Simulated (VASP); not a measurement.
# SrCo3 (Pm-3m) in VASP: further runs

SrCo3 is run at these levels: PBEsol; tasks: single point.

Everything below comes from runs of VASP 6.6.1. Logs are shortened: lines on timing, memory, paths and dates and some standing lists are left out, and cuts for length are marked.

### 1 The cell of the first run

The structure is cubic, space group Pm-3m (No. 221). The conventional cell has a = 3.910 Å, b = 3.910 Å, c = 3.910 Å, α = 90.00°, β = 90.00°, γ = 90.00°. Within 3.6 Å of Sr (site symmetry m-3m) lie 12 Co at 2.76 Å. Co (site symmetry 4/mmm) has 4 Sr at 2.76 Å and 8 Co at 2.76 Å within 3.6 Å.

### 2 Single point, PBEsol, collinear spin, ferromagnetic start

File INCAR:

```
ALGO     = Normal         # electronic algorithm
EDIFF    = 1E-6           # SCF threshold, eV
ENCUT    = 520            # plane-wave cutoff, eV
GGA      = PS             # functional
ISIF     = 2              # what is computed and relaxed
ISMEAR   = 0              # smearing method
ISPIN    = 2              # spin polarisation
LASPH    = T              # aspherical terms in the spheres
LCHARG   = T              # write CHGCAR
LELF     = T              # ELF
LMAXMIX  = 4              # l up to which the mixer works
LORBIT   = 11             # projections on sites
LREAL    = F              # projectors in reciprocal space
LVHAR    = T            
LWAVE    = F              # write WAVECAR
MAGMOM   = 0 1.62 1.62 1.62 # initial moments
NBANDS   = 30             # bands
NELM     = 150            # most SCF steps
PREC     = Accurate       # precision mode
SIGMA    = 0.05           # smearing width, eV
```

File KPOINTS:

```
k-points
0
Gamma
  8 8 8
```

File POSCAR:

```
SrCo3
1.0
    3.9102078348      0.0000000000      0.0000000000
    0.0000000000      3.9102078348      0.0000000000
    0.0000000000      0.0000000000      3.9102078348
Sr Co
1 3
Direct
    0.0000000000      0.0000000000      0.0000000000
    0.0000000000      0.5000000000      0.5000000000
    0.5000000000      0.5000000000      0.0000000000
    0.5000000000      0.0000000000      0.5000000000
```

Potentials or basis: VASP PAW PBE potentials, release 64 (Sr_sv, Co).

Command:

```bash
> cat potpaw_PBE.64/Sr_sv/POTCAR potpaw_PBE.64/Co/POTCAR > POTCAR
> mpirun -np 1 vasp_std > vasp.out
```

OUTCAR:

```text
EDIFF = 1E-6
   ENCUT = 520
   GGA = PS
   ISIF = 2
   ISMEAR = 0
   ISPIN = 2
   LASPH = T
   LORBIT = 11
   LREAL = F
   NELM = 150
   PREC = Accurate

 ion  position               nearest neighbor table
   1  0.000  0.000  0.000-   2 2.76   3 2.76   4 2.76   2 2.76   4 2.76   2 2.76   3 2.76   2 2.76
                             3 2.76   4 2.76   4 2.76   3 2.76
   2  0.000  0.500  0.500-   1 2.76   3 2.76   4 2.76   1 2.76   3 2.76   1 2.76   4 2.76   1 2.76
                             3 2.76   4 2.76   3 2.76   4 2.76
   3  0.500  0.500  0.000-   1 2.76   2 2.76   4 2.76   2 2.76   4 2.76   1 2.76   4 2.76   4 2.76
                             1 2.76   2 2.76   2 2.76   1 2.76
   4  0.500  0.000  0.500-   1 2.76   2 2.76   3 2.76   1 2.76   3 2.76   2 2.76   3 2.76   3 2.76
                             1 2.76   2 2.76   1 2.76   2 2.76

  LATTYP: Found a simple cubic cell.
 ALAT       =     3.9102078348

  Lattice vectors:

 A1 = (   3.9102078348,   0.0000000000,   0.0000000000)
 A2 = (   0.0000000000,   3.9102078348,   0.0000000000)
 A3 = (   0.0000000000,   0.0000000000,   3.9102078348)

Analysis of symmetry for initial positions (statically):
=====================================================================
 Subroutine PRICEL returns:
 Original cell was already a primitive cell.

 Routine SETGRP: Setting up the symmetry group for a
 simple cubic supercell.

 Subroutine GETGRP returns: Found 48 space group operations
 (whereof 48 operations were pure point group operations)
 out of a pool of 48 trial point group operations.

The static configuration has the point symmetry O_h .

Analysis of symmetry for dynamics (positions and initial velocities):
=====================================================================
 Subroutine PRICEL returns:
 Original cell was already a primitive cell.

 Routine SETGRP: Setting up the symmetry group for a
 simple cubic supercell.

 Subroutine GETGRP returns: Found 48 space group operations
 (whereof 48 operations were pure point group operations)
 out of a pool of 48 trial point group operations.

The dynamic configuration has the point symmetry O_h .

Analysis of structural, dynamic, and magnetic symmetry:
=====================================================================
 Subroutine PRICEL returns:
 Original cell was already a primitive cell.

 Routine SETGRP: Setting up the symmetry group for a
 simple cubic supercell.

 Subroutine GETGRP returns: Found 48 space group operations
 (whereof 48 operations were pure point group operations)
 out of a pool of 48 trial point group operations.

The overall configuration has the point symmetry O_h .

 Subroutine INISYM returns: Found 48 space group operations
 (whereof 48 operations are pure point group operations),
 and found     1 'primitive' translations

----------------------------------------------------------------------------------------

                                     Primitive cell

  volume of cell :      59.7860

  direct lattice vectors                    reciprocal lattice vectors
     3.910207835  0.000000000  0.000000000     0.255740882  0.000000000  0.000000000
     0.000000000  3.910207835  0.000000000     0.000000000  0.255740882  0.000000000
     0.000000000  0.000000000  3.910207835     0.000000000  0.000000000  0.255740882

  length of vectors
     3.910207835  3.910207835  3.910207835     0.255740882  0.255740882  0.255740882

  position of ions in fractional coordinates (direct lattice)
     0.000000000  0.000000000  0.000000000
     0.000000000  0.500000000  0.500000000
     0.500000000  0.500000000  0.000000000
     0.500000000  0.000000000  0.500000000

  ion indices of the primitive-cell ions
   primitive index   ion index
                 1           1
                 2           2
                 3           3
                 4           4

----------------------------------------------------------------------------------------

 KPOINTS: k-points

Automatic generation of k-mesh.
 Grid dimensions read from file:
 generate k-points for:    8    8    8

 Generating k-lattice:

  Cartesian coordinates                     Fractional coordinates (reciprocal lattice)
     0.031967610  0.000000000  0.000000000     0.125000000  0.000000000  0.000000000
     0.000000000  0.031967610  0.000000000     0.000000000  0.125000000  0.000000000
     0.000000000  0.000000000  0.031967610     0.000000000  0.000000000  0.125000000

  Length of vectors
     0.031967610  0.031967610  0.031967610

  Shift w.r.t. Gamma in fractional coordinates (k-lattice)
     0.000000000  0.000000000  0.000000000

 Subroutine IBZKPT returns following result:
 ===========================================

 Found     35 irreducible k-points:

 Following reciprocal coordinates:
            Coordinates               Weight
  0.000000  0.000000  0.000000      1.000000
  0.125000  0.000000  0.000000      6.000000
  0.250000  0.000000  0.000000      6.000000
  0.375000  0.000000  0.000000      6.000000
  0.500000  0.000000  0.000000      3.000000
  0.125000  0.125000  0.000000     12.000000
[... 16 lines left out ...]
  0.375000  0.375000  0.125000     24.000000
  0.500000  0.375000  0.125000     24.000000
 [... further k-points ...]
   k-points           NKPTS =     35   k-points in BZ     NKDIM =     35   number of bands    NBANDS=     30
   number of dos      NEDOS =    301   number of ions     NIONS =      4
   total plane-waves  NPLWV =  27000
   dimension x,y,z NGX =    30 NGY =   30 NGZ =   30
   dimension x,y,z NGXF=    60 NGYF=   60 NGZF=   60
   ions per type =               1   3
   NGX,Y,Z   is equivalent  to a cutoff of  12.75, 12.75, 12.75 a.u.
   NGXF,Y,Z  is equivalent  to a cutoff of  25.51, 25.51, 25.51 a.u.
 SYSTEM =  unknown system
   PREC   = accura    normal or accurate (medium, high low for compatibility)
   ISTART =      0    job   : 0-new  1-cont  2-samecut
   ICHARG =      2    charge: 1-file 2-atom 10-const
   ISPIN  =      2    spin polarized calculation?
   LNONCOLLINEAR =      F non collinear calculations
   LSORBIT =      F    spin-orbit coupling
   LASPH  =      T    aspherical Exc in radial PAW
   ENCUT  =  520.0 eV  38.22 Ry    6.18 a.u.   7.27  7.27  7.27*2*pi/ulx,y,z
   NELM   =    150;   NELMIN=  2; NELMDL= -5     # of ELM steps
   EDIFF  = 0.1E-05   stopping-criterion for ELM
   LREAL  =      F    real-space projection
   EDIFFG = 0.1E-04   stopping-criterion for IOM
   NSW    =      0    number of steps for IOM
   IBRION =     -1    ionic relax: 0-MD 1-quasi-New 2-CG
   NFREE  =      0    steps in history (QN), initial steepest desc. (CG)
   ISIF   =      2    stress and relaxation
   ISYM   =      2    0-nonsym 1-usesym 2-fastsym
   POTIM  = 0.5000    time-step for ionic-motion
   TEBEG  =    0.0;   TEEND  =   0.0 temperature during run
   PSTRESS=    0.0 pullay stress
   NELECT =      37.0000    total number of electrons
   NUPDOWN=      -1.0000    fix difference up-down
   EMIN   =  10.00;   EMAX   =-10.00  energy-range for DOS
   EFERMI =   0.00;   METHOD = LEGACY
   ISMEAR =     0;   SIGMA  =   0.05  broadening in eV -4-tet -1-fermi 0-gaus
   EFERMI_NEDOS =   21; number of points for ismear=-14 and -15
   IALGO  =     38    algorithm
   IMIX   =      4    mixing-type and parameters
     AMIX     =   0.40;   BMIX     =  1.00
     AMIX_MAG =   1.60;   BMIX_MAG =  1.00
  volume/ion in A,a.u.               =      14.95       100.86
  Fermi-wavevector in a.u.,A,eV,Ry     =   1.395111  2.636378 26.481508  1.946336
  Thomas-Fermi vector in A             =   2.518595
   LORBIT       =     11    0 simple, 1 ext, 2 COOP (PROOUT), +10 PAW based schemes
   GGA     = PS    functional components
   LHFCALC =     F    Hartree Fock is set to
   AEXX    =    0.0000 exact exchange contribution
   IVDW    =     0    specifies the selected vdW correction
   LEPSILON=     F    determine dielectric tensor
   LRPA    =     F    only Hartree local field effects (RPA)
 spin polarized calculation
 Gauss-broadening in eV      SIGMA  =   0.05
  energy-cutoff  :      520.00
  volume of cell :       59.79
 maximum number of plane-waves:      1640
 NGX is ok and might be reduce to    30
   NGX = 15   NGY = 15   NGZ = 15

 number of electron      36.9999994 magnetization       4.0884181

 Free energy of the ion-electron system (eV)
  ---------------------------------------------------
  ext. energy  EPLUGINS =         0.00000000
  ---------------------------------------------------
  free energy    TOTEN  =       -21.32024287 eV

  energy without entropy =      -21.31169688  energy(sigma->0) =      -21.31596988

 E-fermi :   6.7032     XC(G=0): -12.0491

 val. band max:        6.7016665870   @ k =   0.5000   0.1250   0.1250
 cond. band min:       6.7089387440   @ k =   0.3750   0.3750   0.0000
 fundamental gap:      0.0072721570
 Fermi energy:         6.7031932675

 spin component 1

 k-point     1 :       0.0000    0.0000    0.0000
  band No.  band energies     occupation
      1     -26.6343      1.00000
      2      -8.8772      1.00000
      3      -8.8772      1.00000
      4      -8.8772      1.00000
      5       0.2620      1.00000
      6       2.9501      1.00000
[... 22 lines left out ...]
     29      16.8667      0.00000
     30      17.2124      0.00000

 k-point     2 :       0.1250    0.0000    0.0000
  band No.  band energies     occupation
      1     -26.6301      1.00000
      2      -8.9584      1.00000
      3      -8.8781      1.00000
      4      -8.8781      1.00000
      5       0.4798      1.00000
      6       3.0540      1.00000
[... 718 lines left out ...]
 k-point    24 :       0.5000    0.3750    0.1250
  band No.  band energies     occupation
      1     -26.5850      1.00000
      2      -9.2814      1.00000
      3      -9.2122      1.00000
      4      -8.9285      1.00000
      5       3.1044      1.00000
      6       3.7549      1.00000
[... 22 lines left out ...]
     29      17.0112      0.00000
     30      17.0320      0.00000

 [... further k-points ...]

 spin component 2

 k-point     1 :       0.0000    0.0000    0.0000
  band No.  band energies     occupation
      1     -26.7021      1.00000
      2      -8.9640      1.00000
      3      -8.9640      1.00000
      4      -8.9640      1.00000
      5       0.3330      1.00000
      6       3.7560      1.00000
[... 22 lines left out ...]
     29      17.3161      0.00000
     30      17.3161      0.00000

 k-point     2 :       0.1250    0.0000    0.0000
  band No.  band energies     occupation
      1     -26.6979      1.00000
      2      -9.0449      1.00000
      3      -8.9645      1.00000
      4      -8.9645      1.00000
      5       0.5548      1.00000
      6       3.8732      1.00000
[... 718 lines left out ...]
 k-point    24 :       0.5000    0.3750    0.1250
  band No.  band energies     occupation
      1     -26.6522      1.00000
      2      -9.3695      1.00000
      3      -9.3000      1.00000
      4      -9.0121      1.00000
      5       3.3659      1.00000
      6       4.3789      1.00000
[... 22 lines left out ...]
     29      17.2415      0.00000
     30      17.3552      0.00000

 [... further k-points ...]

------------------------ aborting loop because EDIFF is reached ----------------------------------------

  FORCE on cell =-STRESS in cart. coord.  units (eV):
  Direction    XX          YY          ZZ          XY          YZ          ZX
  --------------------------------------------------------------------------------------
  -------------------------------------------------------------------------------------
  Total        0.1739986      0.1739986      0.1739986     -0.0000000      0.0000000     -0.0000000
  in kB        4.6629076      4.6629076      4.6629076     -0.0000000      0.0000000     -0.0000000
  external PRESSURE =       4.6629076 kB  Pullay stress =       0.0000000 kB

 VOLUME and BASIS-vectors are now :
 -----------------------------------------------------------------------------
  energy-cutoff  :      520.00
  volume of cell :       59.79
      direct lattice vectors                 reciprocal lattice vectors
     3.910207835  0.000000000  0.000000000     0.255740882  0.000000000  0.000000000
     0.000000000  3.910207835  0.000000000     0.000000000  0.255740882  0.000000000
     0.000000000  0.000000000  3.910207835     0.000000000  0.000000000  0.255740882

 POSITION                                       TOTAL-FORCE (eV/Angst)
 -----------------------------------------------------------------------------------
      0.00000      0.00000      0.00000         0.000000      0.000000      0.000000
      0.00000      1.95510      1.95510         0.000000      0.000000      0.000000
      1.95510      1.95510      0.00000         0.000000      0.000000      0.000000
      1.95510      0.00000      1.95510         0.000000      0.000000      0.000000
 -----------------------------------------------------------------------------------
    total drift:                                0.000000      0.000000     -0.000000

  FREE ENERGIE OF THE ION-ELECTRON SYSTEM (eV)
  ---------------------------------------------------
  free  energy   TOTEN  =       -21.3202428693 eV

  energy  without entropy=      -21.3116968848  energy(sigma->0) =      -21.31596988

 total charge

# of ion       s       p       d       tot
------------------------------------------
    1        2.085   5.739   0.567   8.391
    2        0.445   0.290   7.307   8.042
    3        0.445   0.290   7.307   8.042
    4        0.445   0.290   7.307   8.042
--------------------------------------------------
tot          3.420   6.610  22.488  32.518

 magnetization (x)

# of ion       s       p       d       tot
------------------------------------------
    1       -0.006  -0.021  -0.087  -0.114
    2       -0.011  -0.016   1.478   1.451
    3       -0.011  -0.016   1.478   1.451
    4       -0.011  -0.016   1.478   1.451
--------------------------------------------------
tot         -0.038  -0.069   4.346   4.239
```

Run time: 86 s. Hardware: 1 thread of AMD EPYC 9R45 (Zen 5), shared host; peak memory 0.22 GiB.

What came out:

```yaml
Free_energy: -21.3202 eV
Pressure: 0.5 GPa
Net_moment: 4.09 μB per cell
Site_moments: Sr -0.11; Co +1.45 μB
Valence_electrons_inside_the_program's_atomic_spheres: Sr 8.39; Co 8.04
```

Caveat: the PAW data sets were made with another functional, which shifts forces and pressure a little.

### 3 Single point, PBEsol, collinear spin, ferromagnetic start (15.25 Å³/atom)

This run uses another cell than the first one, of 15.25 Å³/atom.

File INCAR:

```
PREC = Accurate ; ENCUT = 520
EDIFF = 1E-6 ; ISMEAR = 0
SIGMA = 0.05 ; LREAL = F
LASPH = T ; NELM = 150
ALGO = Fast ; ISIF = 2
LWAVE = F ; LCHARG = T
ISPIN = 2 ; MAGMOM = 0 1.62 1.62 1.62
LORBIT = 11 ; LMAXMIX = 4
GGA = PS ; LELF = T
LVHAR = T ; NBANDS = 30
```

File KPOINTS:

```
regular mesh
0
Gamma
  8 8 8
```

File POSCAR:

```
SrCo3
1.0
    3.9361040056      0.0000000000      0.0000000000
    0.0000000000      3.9361040056      0.0000000000
    0.0000000000      0.0000000000      3.9361040056
Sr Co
1 3
Direct
    0.0000000000      0.0000000000      0.0000000000
    0.0000000000      0.5000000000      0.5000000000
    0.5000000000      0.5000000000      0.0000000000
    0.5000000000      0.0000000000      0.5000000000
```

Potentials or basis: VASP PAW PBE potentials, release 64 (Sr_sv, Co).

Command:

```bash
> cat potpaw_PBE.64/Sr_sv/POTCAR potpaw_PBE.64/Co/POTCAR > POTCAR
> mpirun -np 1 vasp_std > vasp.out
```

It took 92 s on 1 thread of AMD EPYC 9R45 (Zen 5), shared host; peak memory 0.22 GiB.

Results (log left out):

| Item | Value |
| --- | --- |
| Free energy | -21.3174 eV |
| Pressure | -1.4 GPa |
| Net moment | 4.11 μB per cell |
| Site moments | Sr -0.11; Co +1.46 μB |
| Valence electrons inside the program's atomic spheres | Sr 8.37; Co 8.02 |

Levels at points of the mesh, in eV from the Fermi level:
Spin up:
```
           k point  band 16  band 17  band 18  band 19  band 20  band 21  band 22  band 23  band 24  band 25
(0.00, 0.00, 0.00)    -1.28    -0.79    -0.56    -0.56    -0.56     3.26     3.26     3.44     3.44     3.44
(0.50, 0.00, 0.00)    -1.49    -1.45    -1.16    -1.13    -1.13    -0.56     2.68     2.68     3.04     7.02
(0.50, 0.50, 0.00)    -1.69    -1.64    -1.51    -1.21    -1.04    -0.36     1.31     1.31     3.99     3.99
(0.50, 0.50, 0.50)    -1.20    -0.72    -0.72    -0.72    -0.43     1.80     1.80     1.80     2.65     2.65
```
Spin down:
```csv
k point,band 13,band 14,band 15,band 16,band 17,band 18,band 19,band 20
"(0.00, 0.00, 0.00)",-0.38,-0.38,0.55,0.55,0.92,0.92,0.92,0.95
"(0.50, 0.00, 0.00)",-0.85,-0.85,-0.06,0.02,0.04,0.04,0.15,0.65
"(0.50, 0.50, 0.00)",-0.70,-0.55,-0.49,-0.15,-0.05,0.05,0.05,0.08
"(0.50, 0.50, 0.50)",-0.24,-0.24,-0.24,-0.14,-0.14,0.85,0.85,0.85
```

Caveat: the PAW data sets were made with another functional, which shifts forces and pressure a little.
